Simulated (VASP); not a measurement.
# ZrC (Fm-3m) in VASP: notebook, part 2 of 2

VASP 6.6.1. The steps go on from the part before.

## Step 4: Single point, PBEsol

This run uses another cell than the first one, of 13.36 Å³/atom, 1.063 times its volume.

Contents of INCAR:

```
SYSTEM = ZrC
PREC = Accurate ; ENCUT = 600
EDIFF = 1E-6 ; ISMEAR = -1
SIGMA = 0.1 ; LREAL = .False.
LASPH = .True. ; NELM = 120
ALGO = Normal ; ISIF = 2
LWAVE = .False. ; LCHARG = .False.
GGA = PS ; NBANDS = 15
GGA_COMPAT = .False.
```

Contents of KPOINTS:

```
Automatic mesh
0
Gamma
  8 8 8
  0 0 0
```

Contents of POSCAR:

```
ZrC
1.0
    0.0000000000      2.3728572006      2.3728572006
    2.3728572006      0.0000000000      2.3728572006
    2.3728572006      2.3728572006      0.0000000000
Zr C
1 1
Direct
    0.5000000000      0.5000000000      0.5000000000
    0.0000000000      0.0000000000      0.0000000000
```

Potentials or basis: VASP PAW PBE potentials, release 64 (Zr_sv, C).

Launch:

```
$ cat potpaw_PBE.64/Zr_sv/POTCAR potpaw_PBE.64/C/POTCAR > POTCAR
$ mpirun -np 1 vasp_std > vasp.out
```

OUTCAR:

```text
SYSTEM = ZrC
   PREC = Accurate
   ENCUT = 600
   EDIFF = 1E-6
   ISMEAR = -1
   LREAL = .False.
   LASPH = .True.
   NELM = 120
   ISIF = 2
   GGA = PS

 ion  position               nearest neighbor table
   1  0.500  0.500  0.500-   2 2.37   2 2.37   2 2.37   2 2.37   2 2.37   2 2.37
   2  0.000  0.000  0.000-   1 2.37   1 2.37   1 2.37   1 2.37   1 2.37   1 2.37

  LATTYP: Found a face centered cubic cell.
 ALAT       =     4.7457144012

  Lattice vectors:

 A1 = (   0.0000000000,   2.3728572006,   2.3728572006)
 A2 = (   2.3728572006,   0.0000000000,   2.3728572006)
 A3 = (   2.3728572006,   2.3728572006,   0.0000000000)

Analysis of symmetry for initial positions (statically):
=====================================================================
 Subroutine PRICEL returns:
 Original cell was already a primitive cell.

 Routine SETGRP: Setting up the symmetry group for a
 face centered cubic supercell.

 Subroutine GETGRP returns: Found 48 space group operations
 (whereof 48 operations were pure point group operations)
 out of a pool of 48 trial point group operations.

The static configuration has the point symmetry O_h .

Analysis of symmetry for dynamics (positions and initial velocities):
=====================================================================
 Subroutine PRICEL returns:
 Original cell was already a primitive cell.

 Routine SETGRP: Setting up the symmetry group for a
 face centered cubic supercell.

 Subroutine GETGRP returns: Found 48 space group operations
 (whereof 48 operations were pure point group operations)
 out of a pool of 48 trial point group operations.

The dynamic configuration has the point symmetry O_h .

 Subroutine INISYM returns: Found 48 space group operations
 (whereof 48 operations are pure point group operations),
 and found     1 'primitive' translations

----------------------------------------------------------------------------------------

[... 120 lines left out ...]
   IVDW    =     0    specifies the selected vdW correction
   LEPSILON=     F    determine dielectric tensor
   LRPA    =     F    only Hartree local field effects (RPA)
 non-spin polarized calculation
  energy-cutoff  :      600.00
  volume of cell :       26.72
 maximum number of plane-waves:       911
   NGX = 13   NGY = 13   NGZ = 13

 number of electron      16.0000000 magnetization

 Free energy of the ion-electron system (eV)
  ---------------------------------------------------
  ext. energy  EPLUGINS =         0.00000000
  ---------------------------------------------------
  free energy    TOTEN  =       -20.53656346 eV

  energy without entropy =      -20.52596753  energy(sigma->0) =      -20.53126550

 E-fermi :   9.1383     XC(G=0): -12.1386

 val. band max:        9.1139813146   @ k =   0.1250   0.1250   0.0000
 cond. band min:       9.2075430704   @ k =   0.5000   0.5000   0.0000
 fundamental gap:      0.0935617558
 Fermi energy:         9.1382553025

 k-point     1 :       0.0000    0.0000    0.0000
  band No.  band energies     occupation
      1     -38.9212      2.00000
      2     -16.6800      2.00000
      3     -16.6800      2.00000
      4     -16.6800      2.00000
      5      -2.0131      2.00000
      6      10.1110      0.00012
      7      10.1110      0.00012
      8      10.1110      0.00012
      9      10.2115      0.00004
     10      10.2115      0.00004
     11      10.2115      0.00004
     12      11.8881      0.00000
     13      11.8881      0.00000
     14      16.1323      0.00000
[... 401 lines left out ...]
      2     -17.3412      2.00000
      3     -16.9553      2.00000
      4     -16.8214      2.00000
      5       0.3580      2.00000
      6       4.9550      2.00000
      7       6.6739      2.00000
      8       6.8272      2.00000
      9      12.4440      0.00000
     10      12.8489      0.00000
     11      14.2543      0.00000
     12      16.9238      0.00000
     13      17.6741      0.00000
     14      19.1601      0.00000
     15      22.4219      0.00000

 [... further k-points ...]

------------------------ aborting loop because EDIFF is reached ----------------------------------------

  FORCE on cell =-STRESS in cart. coord.  units (eV):
  Direction    XX          YY          ZZ          XY          YZ          ZX
  --------------------------------------------------------------------------------------
  -------------------------------------------------------------------------------------
  Total       -1.7010921     -1.7010921     -1.7010921     -0.0000000      0.0000000      0.0000000
  in kB     -101.9984576   -101.9984576   -101.9984576     -0.0000000      0.0000000      0.0000000
  external PRESSURE =    -101.9984576 kB  Pullay stress =       0.0000000 kB

 VOLUME and BASIS-vectors are now :
 -----------------------------------------------------------------------------
  energy-cutoff  :      600.00
  volume of cell :       26.72
      direct lattice vectors                 reciprocal lattice vectors
     0.000000000  2.372857201  2.372857201    -0.210716431  0.210716431  0.210716431
     2.372857201  0.000000000  2.372857201     0.210716431 -0.210716431  0.210716431
     2.372857201  2.372857201  0.000000000     0.210716431  0.210716431 -0.210716431

 POSITION                                       TOTAL-FORCE (eV/Angst)
 -----------------------------------------------------------------------------------
      2.37286      2.37286      2.37286         0.000000      0.000000      0.000000
      0.00000      0.00000      0.00000        -0.000000     -0.000000     -0.000000
 -----------------------------------------------------------------------------------
    total drift:                                0.000000      0.000000      0.000000

  FREE ENERGIE OF THE ION-ELECTRON SYSTEM (eV)
  ---------------------------------------------------
  free  energy   TOTEN  =       -20.5365634640 eV

  energy  without entropy=      -20.5259675348  energy(sigma->0) =      -20.53126550
```

Wall time 7.3 s (1 thread of AMD EPYC 9R45 (Zen 5), shared host); peak memory 0.13 GiB.

Results:

* Free energy: -20.5366 eV
* Pressure: -10.2 GPa
* Band gap on the k mesh: zero (band 8 reaches 10.11 eV, above the bottom of band 9 at 8.80 eV)

Levels at points of the mesh, in eV from the Fermi level:
| k point | band 5 | band 6 | band 7 | band 8 | band 9 | band 10 | band 11 | band 12 |
| --- | --- | --- | --- | --- | --- | --- | --- | --- |
| (0.00, 0.00, 0.00) | -11.15 | 0.97 | 0.97 | 0.97 | 1.07 | 1.07 | 1.07 | 2.75 |
| (0.50, 0.00, 0.00) | -8.17 | -5.20 | -2.82 | -2.82 | 4.37 | 4.37 | 5.18 | 6.37 |
| (0.50, 0.50, 0.00) | -9.95 | -2.08 | -1.70 | 0.07 | 0.07 | 4.34 | 5.50 | 5.50 |

Caveat: the PAW data sets were made with another functional, which shifts forces and pressure a little.

## Step 5: Overview

| cell | gap on the mesh (eV) | pressure (GPa) |
| --- | --- | --- |
| a = 3.288 Å, angles 60.0°, 2 atoms | none | 3.3 |
| a = 3.322 Å, angles 60.0°, 2 atoms | none | -4.0 |
| a = 3.356 Å, angles 60.0°, 2 atoms | none | -10.2 |

Alike in all rows: task single point; level PBEsol; potentials or basis VASP PAW PBE potentials, release 64 (Zr_sv, C); no spin polarisation; k mesh 8 × 8 × 8; cutoff (eV) 600; smearing fermi-dirac 0.1 eV.

Caveats: the PAW data sets were made with another functional, which shifts forces and pressure a little.

Absolute energies hang on the potentials; compare differences alone.
